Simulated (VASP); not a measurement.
Wanted: the native input for a VASP 6.6.1 run.

| Quantity | Value |
| --- | --- |
| Task | single point |
| Functional | LDA |
| Potentials or basis | VASP PAW LDA potentials, release 64 (Ga_d) |
| Cutoff | 520 eV |
| k mesh | 13 × 13 × 13 |
| Occupations | fermi-dirac, width 0.05 eV |
| Spin | no spin polarisation |
| Dipole correction | no |
| Further INCAR settings | ALGO = Normal; EDIFF = 1e-07; NBANDS = 12 |

The structure of Ga lies in POSCAR:

```
Ga
1.0
   -1.3843987196      1.3843987196      2.3112238365
    1.3843987196     -1.3843987196      2.3112238365
    1.3843987196      1.3843987196     -2.3112238365
Ga
1
Direct
    0.0000000000      0.0000000000      0.0000000000
```

The input as run:

INCAR

```
PREC = Accurate ; ENCUT = 520
EDIFF = 1E-7 ; ISMEAR = -1
SIGMA = 0.05 ; LREAL = False
LASPH = True ; NELM = 80
ALGO = Normal ; ISIF = 2
LWAVE = False ; LCHARG = False
GGA = CA ; NBANDS = 12
```

KPOINTS

```
Automatic mesh
0
Gamma
  13 13 13
```

Potentials or basis: VASP PAW LDA potentials, release 64 (Ga_d).

Command:

```console
$ cat potpaw_LDA.64/Ga_d/POTCAR > POTCAR
$ mpirun -np 1 vasp_std > vasp.out
```

Results of the run:

```json
{
  "Pressure": "-2.3 GPa"
}
```

It took 24 s on 1 thread of Intel(R) Xeon(R) Platinum 8259CL CPU @ 2.50GHz (Skylake/Cascade Lake) (shared host), peak memory 0.15 GiB.
